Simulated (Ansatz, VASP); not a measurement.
**Ti: VASP beside Ansatz**

File POSCAR:

```
Ti
1.0
   -1.5852474989      1.5852474989      1.6665422425
    1.5852474989     -1.5852474989      1.6665422425
    1.5852474989      1.5852474989     -1.6665422425
Ti
1
Direct
    0.0000000000      0.0000000000      0.0000000000
```

The input INCAR.step1:

```
PREC = Accurate
ENCUT = 520
ISMEAR = 0
SIGMA = 0.15
LREAL = F
LASPH = T
NELM = 80
NBANDS = 12
GGA = PE
ALGO = Normal
EDIFF = 1E-4
LWAVE = T
LCHARG = F
```

INCAR.step2

```
PREC = Accurate
ENCUT = 520
EDIFF = 1E-7
ISMEAR = 0
SIGMA = 0.15
LREAL = F
LASPH = T
NELM = 80
ALGO = Normal
ISIF = 2
LWAVE = F
LCHARG = F
METAGGA = R2SCAN
LMIXTAU = T
NBANDS = 12
ISTART = 1
```

Contents of KPOINTS:

```
Automatic mesh
0
Gamma
  26 26 26
```

Input for Ansatz:

```yaml
crystal:
  lattice:
    - [-1.5852474989, 1.5852474989, 1.6665422425]
    - [1.5852474989, -1.5852474989, 1.6665422425]
    - [1.5852474989, 1.5852474989, -1.6665422425]
  atoms:
    - { symbol: Ti, position: [0.0, 0.0, 0.0] }
basis:
  ecutwfc: 500
kpoints:
  mp_grid: { grid: [26, 26, 26] }
hamiltonian:
  xc: r2scan
scf:
  occupations: { method: gaussian, width: 0.15 }
output:
  forces: true
  stress: true
  eigenvalues: true
  write_density: true
  write_potential: true
  elf: true
  volumetric_format: npy
```

Change from the starting cell: strain -0.025 along x and y, +0.025 along z, atoms carried along.

Alike in both runs: task single point; functional r2SCAN; k mesh 26 × 26 × 26; occupations gaussian, width 0.15 eV; no spin polarisation.

|  | VASP | Ansatz |
| --- | --- | --- |
| version | VASP 6.6.1 | Ansatz 0.2.0 |
| potentials or method | VASP PAW PBE potentials, release 64 (Ti_sv), cutoff 520 eV | scalar-relativistic, plane waves, PAW |
| valence electrons in the cell | 12 | 12 |

```csv
,VASP,Ansatz,Ansatz less VASP
gap on the k mesh at the Fermi level (eV),none,none,-
pressure (GPa),3.7,3.2,-0.47
"traceless stress, the component that is largest in VASP (GPa)",1.05,1.04,-0.012
```

VASP's potentials were made for PBE, not for r2SCAN. A gap of «none» marks a metal or a gap that the smearing closes. With one functional, cell and mesh, what is left measures potentials, basis and numerics.
